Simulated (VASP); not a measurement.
A run of VASP 6.6.1:

The input INCAR:

```
PREC = Accurate ; ENCUT = 450
EDIFF = 1E-7 ; ISMEAR = 0
SIGMA = 0.1 ; LREAL = False
LASPH = True ; NELM = 120
ALGO = Normal ; ISIF = 2
LWAVE = False ; LCHARG = False
LDIPOL = True ; IDIPOL = 3
DIPOL = 0.5 0.5 0.360 ; GGA = PE
IBRION = 2 ; NSW = 36
EDIFFG = -0.025 ; GGA_COMPAT = False
NELMIN = 4 ; NELMDL = -8
```

KPOINTS

```
regular mesh
0
Gamma
  9 9 1
```

POSCAR

```
Al3Cl
1.0
    2.8567582918      0.0000000000      0.0000000000
    0.0000000000      2.8567582918      0.0000000000
    0.0000000000      0.0000000000     19.6746954375
Al Cl
3 1
Selective dynamics
Direct
    0.5000000000      0.5000000000      0.2033068320  F F F
    0.0000000000      0.0000000000      0.3092728611  F F F
    0.5000000000      0.5000000000      0.4154928580  F F F
    0.5000000000      0.8333333333      0.5116666382  F F T
```

Potentials or basis: VASP PAW PBE potentials, release 64 (Al, Cl).

Launch:

```console
$ cat potpaw_PBE.64/Al/POTCAR potpaw_PBE.64/Cl/POTCAR > POTCAR
$ mpirun -np 1 vasp_std > vasp.out
```

Hardware: 1 thread of Intel Xeon 8259CL, with other jobs on the host.

Task: How long does it take, and how much memory?

Result: Wall time 3 min on 1 thread of Intel Xeon 8259CL, on a shared host, peak memory 0.24 GiB. Counts: scf iterations 49, k points 25, ion steps 3.
